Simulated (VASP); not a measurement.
TePb, 2 atoms in the cell. It takes space group I4/mmm (No. 139, tetragonal). Conventional cell: a = 4.564 Å, b = 4.564 Å, c = 6.519 Å, α = 90.00°, β = 90.00°, γ = 90.00°. Te (site symmetry 4/mmm) has 6 Pb at 3.23 to 3.26 Å within 4.2 Å. Within 4.2 Å of Pb (site symmetry 4/mmm) lie 6 Te at 3.23 to 3.26 Å.  This cell differs from its parent crystal: zz strain of +1 %.

```yaml
Program: VASP 6.6.1
Task: single point
Functional: PBEsol
Potentials_or_basis: VASP PAW PBE potentials, release 64 (Te, Pb_d)
Cutoff: 520 eV
k_mesh: 10 × 10 × 10
Occupations: fermi-dirac, width 0.03 eV
Spin: no spin polarisation
Dipole_correction: no
Further_INCAR_settings: ALGO = Normal; EDIFF = 1e-06; NBANDS = 17
```

Potentials or basis: VASP PAW PBE potentials, release 64 (Te, Pb_d).

Run with:

```console
$ cat potpaw_PBE.64/Te/POTCAR potpaw_PBE.64/Pb_d/POTCAR > POTCAR
$ mpirun -np 1 vasp_std > vasp.out
```

Hardware: 1 thread of Intel Xeon 8259CL, on a shared host.

Question: Estimate the wall time of this run.

Answer: Wall time 110 s on 1 thread of Intel Xeon 8259CL (shared host), peak memory 0.29 GiB. Counts: scf iterations 12, k points 102.
